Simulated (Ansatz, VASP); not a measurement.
## One calculation of Au, two programs

```
Au
1.0
     0.00000    2.07491    2.07491
     2.07491    0.00000    2.07491
     2.07491    2.07491    0.00000
Au
1
Direct
  0.00000 0.00000 0.00000
```

Alike in both runs: task single point; functional r2SCAN; k mesh 10 × 10 × 10; occupations fermi-dirac, width 0.1 eV; no spin polarisation.

```csv
,VASP,Ansatz
version,VASP 6.6.1,Ansatz 0.2.0
potentials or method,"VASP PAW PBE potentials, release 64 (Au), cutoff 550 eV","plane waves, PAW"
valence electrons in the cell,11,19
```

Ansatz gave:

```
pressure (GPa) : -2.2
```

Problem. What did VASP give for the same quantities?

Solution. Pressure (GPa): -2.0.

VASP's potentials were made for PBE, not for r2SCAN. VASP's potentials hold 11 valence electrons a cell and Ansatz's 19, so a difference there can come from the potentials and not from the codes.

Spin-orbit coupling is off throughout.
